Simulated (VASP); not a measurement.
Input of a VASP 6.6.1 run:

INCAR

```
SYSTEM = LiH
PREC     = Accurate       ! precision mode
ENCUT    = 600            ! plane-wave cutoff, eV
EDIFF    = 1E-8           ! SCF threshold, eV
ISMEAR   = 0              ! smearing method
SIGMA    = 0.01           ! smearing width, eV
LREAL    = .False.        ! projectors in reciprocal space
LASPH    = .True.         ! aspherical terms in the spheres
NELM     = 60             ! most SCF steps
ALGO     = Normal         ! electronic algorithm
ISIF     = 3              ! what is computed and relaxed
LWAVE    = .False.        ! write WAVECAR
LCHARG   = .False.        ! write CHGCAR
GGA      = PE             ! functional
NBANDS   = 9              ! bands
IBRION   = 6              ! ionic algorithm
NFREE    = 2            
POTIM    = 0.015          ! step
NSW      = 1              ! ionic steps
```

The input KPOINTS:

```
regular mesh
0
Gamma
  12 12 12
  0 0 0
```

File POSCAR:

```
LiH
1.0
    0.0000000000      2.1438522207      2.1438522207
    2.1438522207      0.0000000000      2.1438522207
    2.1438522207      2.1438522207      0.0000000000
Li H
1 1
Direct
    0.0000000000      0.0000000000      0.0000000000
    0.2500000000      0.2500000000      0.2500000000
```

Potentials or basis: VASP PAW PBE potentials, release 64 (Li_sv, H).

The run is started by

```console
$ cat potpaw_PBE.64/Li_sv/POTCAR potpaw_PBE.64/H/POTCAR > POTCAR
$ mpirun -np 1 vasp_std > vasp.out
```

Question: Estimate the elastic constants C11, C12, C44.

Answer: 36, 22, 28 GPa.

Question: Estimate the Voigt bulk modulus.

Answer: 27 GPa.

Question: What does it give for the highest phonon frequency at Γ?

Answer: 840 cm⁻¹.

Phonon frequencies in cm⁻¹ (negative: imaginary):
| q point | frequencies |
| --- | --- |
| (0.000, 0.000, 0.000) | -1 -1 -1 840 840 840 |

Caveat: the cutoff is under 1.25 times the usual one of these potentials, so pressure, stress and relaxed cells hold a basis-set (Pulay) error.
